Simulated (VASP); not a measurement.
Write the native input for VASP 6.6.1 that does the following.

* Task: relaxation of shape and atoms at fixed volume
* Functional: PBE
* Potentials or basis: VASP PAW PBE potentials, release 64 (Mn_sv, O)
* Cutoff: 700 eV
* k mesh: 10 × 10 × 6
* Occupations: gaussian, width 0.05 eV
* Spin: collinear spin
* Starting moments: [3.15, -0.15, -0.15] μB
* Hubbard terms: Mn d U = 3.9 eV
* Dipole correction: no
* Further INCAR settings: ALGO = Normal; EDIFF = 1e-07; IBRION = 2; EDIFFG = -0.01; NSW = 60; ISIF = 4

The structure of MnO2 lies in POSCAR:

```
MnO2
1.0
    2.9141089039      0.0000000000      0.0000000000
   -1.4570544520      2.5236923401      0.0000000000
    0.0000000000      0.0000000000      5.1710607107
Mn O
1 2
Direct
    0.0000000000      0.0000000000      0.0000000000
    0.3333333333      0.6666666667      0.1833499332
    0.6666666667      0.3333333333      0.8166500668
```

The input as run:

INCAR

```
SYSTEM = MnO2
ALGO = Normal
EDIFF = 1E-7
EDIFFG = -0.01
ENCUT = 700
GGA = PE
GGA_COMPAT = .False.
IBRION = 2
ISIF = 4
ISMEAR = 0
ISPIN = 2
LASPH = .True.
LCHARG = .False.
LDAU = .True.
LDAUJ = 0 0
LDAUL = 2 -1
LDAUPRINT = 1
LDAUTYPE = 2
LDAUU = 3.9 0
LMAXMIX = 4
LORBIT = 11
LREAL = .False.
LWAVE = .False.
MAGMOM = 3.15 -0.15 -0.15
NELM = 200
NELMIN = 4
NSW = 60
PREC = Accurate
SIGMA = 0.05
```

KPOINTS

```
k-points
0
Gamma
  10 10 6
  0 0 0
```

Potentials or basis: VASP PAW PBE potentials, release 64 (Mn_sv, O).

The run is started by

```console
$ cat potpaw_PBE.64/Mn_sv/POTCAR potpaw_PBE.64/O/POTCAR > POTCAR
$ mpirun -np 1 vasp_std > vasp.out
```

Results of the run:

The energy gained by relaxing is 0.2 meV/atom. The ionic steps are 5 and the pressure after relaxing is -0.2 GPa. The band gap on the k mesh is 2.01 eV (least direct gap 2.19 eV). The net moment is 3.00 μB per cell, the site moments are Mn +3.09; O -0.10 μB and the valence electrons inside the program's atomic spheres are Mn 12.71; O 4.99.

Caveat: a cell with one magnetic atom can't hold antiferromagnetic order, which such compounds often take.

It took 3.9 min on 1 thread of Intel(R) Xeon(R) 6975P-C (Granite Rapids) (shared host), peak memory 0.29 GiB.
